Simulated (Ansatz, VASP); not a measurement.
# TiB2 in VASP and in Ansatz

```
Ti B
1.0
     3.03304    0.00000    0.00000
    -1.51652    2.62669    0.00000
     0.00000    0.00000    3.21925
Ti B
1 2
Direct
  0.00000 0.00000 0.00000
  0.66667 0.33333 0.50000
  0.33333 0.66667 0.50000
```

Alike in both runs: task relaxation of cell and atoms; functional PBE; k mesh 18 × 18 × 14; occupations gaussian, width 0.1 eV; no spin polarisation.

|  | VASP | Ansatz |
| --- | --- | --- |
| version | VASP 6.6.1 | Ansatz 0.2.0 |
| potentials or method | VASP PAW PBE potentials, release 64 (Ti_sv, B), cutoff 600 eV | scalar-relativistic, plane waves, PAW |
| valence electrons in the cell | 18 | 18 |

|  | VASP | Ansatz | Ansatz less VASP |
| --- | --- | --- | --- |
| gap on the k mesh at the Fermi level, each at its own relaxed structure (eV) | none | none | - |
| relaxed volume (Å³/atom) | 8.56 | 8.56 | -0.001 |
| relaxed cell length with the largest relative difference (Å) | 3.225 | 3.224 | -0.0009 |

A gap of «none» marks a metal or a gap that the smearing closes.
